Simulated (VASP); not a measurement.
Runs of VASP 6.6.1 on AgRh. It takes space group P-6m2 (No. 187, hexagonal). The conventional cell has a = 2.778 Å, b = 2.778 Å, c = 4.809 Å, α = 90.00°, β = 90.00°, γ = 120.00°. Ag (site symmetry -6m2) has 6 Ag at 2.78 Å and 6 Rh at 2.89 Å within 3.7 Å. Within 3.7 Å of Rh (site symmetry -6m2) lie 6 Rh at 2.78 Å and 6 Ag at 2.89 Å. 

| k mesh | gap on the mesh (eV) | pressure (GPa) |
| --- | --- | --- |
| 5 × 5 × 3 | none | -1.9 |
| 3 × 3 × 2 | none | (a) |
| 8 × 8 × 4 | none | -2.4 |
| 4 × 4 × 2 | none | (b) |
| 6 × 6 × 3 | none | -2.2 |

Alike in all rows: task single point; level PBE; potentials or basis VASP PAW PBE potentials, release 64 (Ag, Rh_pv); no spin polarisation; cell as given; cutoff (eV) 500; smearing methfessel-paxton 0.1 eV.

**Question.** Estimate the missing entries.

**Answer.** (a) 3.4; (b) -1.8.

Caveats: some runs use coarse meshes.

A k mesh can miss the band edges, and the runs leave out spin-orbit coupling on Ag, Rh.

A gap of «none» marks levels without a gap at the run's occupations.
